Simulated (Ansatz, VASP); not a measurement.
This is a calculation of PbSe for Ansatz 0.2.0.

Contents of input.yaml:

```yaml
crystal:
  lattice:
    - [2.15487659, -6.13394735, 0.0]
    - [2.15487659, 6.13394735, 0.0]
    - [0.0, 0.0, 4.45049357]
  atoms:
    - { symbol: Pb, position: [0.368904, 0.629882, 0.247111] }
    - { symbol: Pb, position: [0.633151, 0.37003, 0.754509] }
    - { symbol: Se, position: [0.134879, 0.860419, 0.251367] }
    - { symbol: Se, position: [0.866813, 0.151385, 0.752203] }
hamiltonian:
  xc: pbe
  pseudopotentials: { kind: paw }
kpoints:
  mp_grid: { grid: [7, 7, 6] }
scf:
  occupations: { method: fermi_dirac, width: 0.05 }
output:
  forces: true
  stress: true
  eigenvalues: true
```

Potentials or basis: Ansatz PAW.

Launch:

```bash
$ ansatz run input.yaml --threads 2 --pin off --max-ram 5120MiB --backend cpu --events-out ev --progress --plain --runs-dir out
```

Q: Translate it to VASP 6.6.1. Potentials there: VASP PAW PBE potentials, release 64 (Pb_d, Se).

A: As run (the cutoff follows the program's own potentials):

File INCAR:

```
PREC = Accurate ; ENCUT = 520
EDIFF = 1E-6 ; ISMEAR = -1
SIGMA = 0.05 ; LREAL = False
LASPH = True ; NELM = 60
ALGO = Normal ; ISIF = 2
LWAVE = False ; LCHARG = True
GGA = PE ; LELF = True
LVHAR = True ; NBANDS = 28
```

File KPOINTS:

```
regular mesh
0
Gamma
  7 7 6
```

File POSCAR:

```
PbSe
1.0
    2.1548765900     -6.1339473500      0.0000000000
    2.1548765900      6.1339473500      0.0000000000
    0.0000000000      0.0000000000      4.4504935700
Pb Se
2 2
Direct
    0.3689040000      0.6298820000      0.2471110000
    0.6331510000      0.3700300000      0.7545090000
    0.1348790000      0.8604190000      0.2513670000
    0.8668130000      0.1513850000      0.7522030000
```

Potentials or basis: VASP PAW PBE potentials, release 64 (Pb_d, Se).

Launch:

```sh
$ cat potpaw_PBE.64/Pb_d/POTCAR potpaw_PBE.64/Se/POTCAR > POTCAR
$ mpirun -np 1 vasp_std > vasp.out
```

Both were run:

|  | VASP | Ansatz | Ansatz less VASP |
| --- | --- | --- | --- |
| gap on the k mesh at the Fermi level (eV) | 1.00 | 1.00 | 0.000 |
| least direct gap on the mesh (eV) | 1.02 | 1.02 | -0.001 |
| pressure (GPa) | 1.0 | 1.1 | +0.01 |
| traceless stress, the component that is largest in VASP (GPa) | 0.30 | 0.27 | -0.024 |
| rms of the force components (eV/Å) | 0.123 | 0.119 | -0.0035 |

Atom by atom the forces differ by 0.005 eV/Å (rms over components). VASP's potentials hold 40 valence electrons a cell and Ansatz's 60, so a difference there can come from the potentials and not from the codes.

Neither program's run includes spin-orbit coupling. Noted on Ansatz's run: odd divisions of the mesh miss points on the zone boundary, where band edges often lie, so the gap on the mesh can be too wide.
